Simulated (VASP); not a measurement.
A run of VASP 6.6.1 is set up as follows.

Contents of INCAR:

```
  PREC = Accurate
  ENCUT = 520
  EDIFF = 1E-7
  ISMEAR = 0
  SIGMA = 0.05
  LREAL = Auto
  LASPH = True
  NELM = 60
  ALGO = Normal
  ISIF = 2
  LWAVE = False
  LCHARG = False
  GGA = PE
  NELECT = 64.0
  NBANDS = 46
```

File KPOINTS:

```
regular mesh
0
Gamma
  3 3 3
```

File POSCAR:

```
HC16
1.0
    0.0000000000      3.5700000000      3.5700000000
    3.5700000000      0.0000000000      3.5700000000
    3.5700000000      3.5700000000      0.0000000000
C H
16 1
Direct
   -0.0001489431     -0.0033771626      0.0159917410
    0.1304520761      0.1214803714      0.1301285135
   -0.0124121860     -0.0113401153      0.4934004514
    0.1366306455      0.1321568302      0.6367672650
   -0.0017289731      0.4941059973      0.0069042481
    0.1258882759      0.6186030437      0.1314993309
   -0.0062932455      0.4953915416      0.5041389745
    0.1243171495      0.6096833515      0.6288894532
    0.5038851411     -0.0064793500      0.0058644645
    0.6254719162      0.1222344409      0.1302261864
    0.5023169219     -0.0047842717      0.5041844417
    0.6217753982      0.1213683317      0.6302390645
    0.4994127200      0.4953683854      0.0058556651
    0.6247351189      0.6197011453      0.1301625416
    0.4986610217      0.4953343394      0.5033040687
    0.6202652195      0.6196248108      0.6320488694
    1.0607898831      0.9086825406     -0.2816727594
```

Potentials or basis: VASP PAW PBE potentials, release 64 (C, H).

Launch:

```bash
$ cat potpaw_PBE.64/C/POTCAR potpaw_PBE.64/H/POTCAR > POTCAR
$ mpirun -np 1 vasp_std > vasp.out
```

(1) What does it give for the largest force?

Results:

(1) 0.019 eV/Å.

Caveat: the k points lie up to 0.51 Å⁻¹ apart; the cell carries a net charge on a neutralising background, which shifts energy and pressure.
